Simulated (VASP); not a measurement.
PbS:

```
CELL_PARAMETERS angstrom
2.07995 -5.99130 0.00000
2.07995 5.99130 0.00000
0.00000 0.00000 4.27932
ATOMIC_POSITIONS crystal
Pb 0.86944 0.13056 0.75000
Pb 0.13056 0.86944 0.25000
S 0.64520 0.35480 0.75000
S 0.35480 0.64520 0.25000
```

Base run:

| Quantity | Value |
| --- | --- |
| Program | VASP 6.6.1 |
| Functional | PBEsol |
| Potentials or basis | VASP PAW PBE potentials, release 64 (Pb_d, S) |
| Cutoff | 520 eV |
| k mesh | 4 × 4 × 4 |
| Occupations | fermi-dirac, width 0.02 eV |
| Spin | no spin polarisation |

Its results: band gap on the k mesh 1.22 eV, indirect (least direct gap 1.57 eV); pressure -2.0 GPa; largest force 0.041 eV/Å.

Problem. The run is repeated on the same cell with these changes: k mesh from 4 × 4 × 4 to 3 × 3 × 3. What comes out?

Solution. Band gap on the k mesh 1.68 eV, direct; pressure -1.9 GPa; largest force 0.225 eV/Å.

Caveats: some runs use coarse meshes; the PAW data sets were made with another functional, which shifts forces and pressure a little; spin-orbit coupling is left out, which moves the levels of the heavy elements.

A k mesh can miss the band edges.
